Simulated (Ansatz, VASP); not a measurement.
Ta: VASP beside Ansatz

```
CELL_PARAMETERS angstrom
4.97045 0.00000 0.00000
-2.48523 4.30454 0.00000
0.00000 0.00000 8.36837
ATOMIC_POSITIONS crystal
Ta 0.00000 0.32317 0.00000
Ta 0.32317 0.00000 0.00000
Ta 0.67683 0.67683 0.00000
Ta 0.00000 0.67683 0.50000
Ta 0.67683 0.00000 0.50000
Ta 0.32317 0.32317 0.50000
Ta 0.66667 0.33333 0.75000
Ta 0.33333 0.66667 0.25000
```

Alike in both runs: task single point; functional PBEsol; k mesh 12 × 12 × 6; occupations gaussian, width 0.15 eV; no spin polarisation.

|  | VASP | Ansatz |
| --- | --- | --- |
| version | VASP 6.6.1 | Ansatz 0.2.0 |
| potentials or method | VASP PAW PBE potentials, release 64 (Ta_pv), cutoff 520 eV | scalar-relativistic, plane waves, PAW |
| valence electrons in the cell | 88 | 104 |

VASP gave:

```
gap on the k mesh at the Fermi level (eV)                     : none
pressure (GPa)                                                : 0.2
traceless stress, the component that is largest in VASP (GPa) : 0.06
```

What did Ansatz give for the same quantities?

gap on the k mesh at the Fermi level (eV): none; pressure (GPa): 0.0; traceless stress, the component that is largest in VASP (GPa): 0.02.

VASP's potentials were made for PBE, not for PBEsol. A gap of «none» marks a metal or a gap that the smearing closes. VASP's potentials hold 88 valence electrons a cell and Ansatz's 104, so a difference there can come from the potentials and not from the codes.

Neither program's run includes spin-orbit coupling.
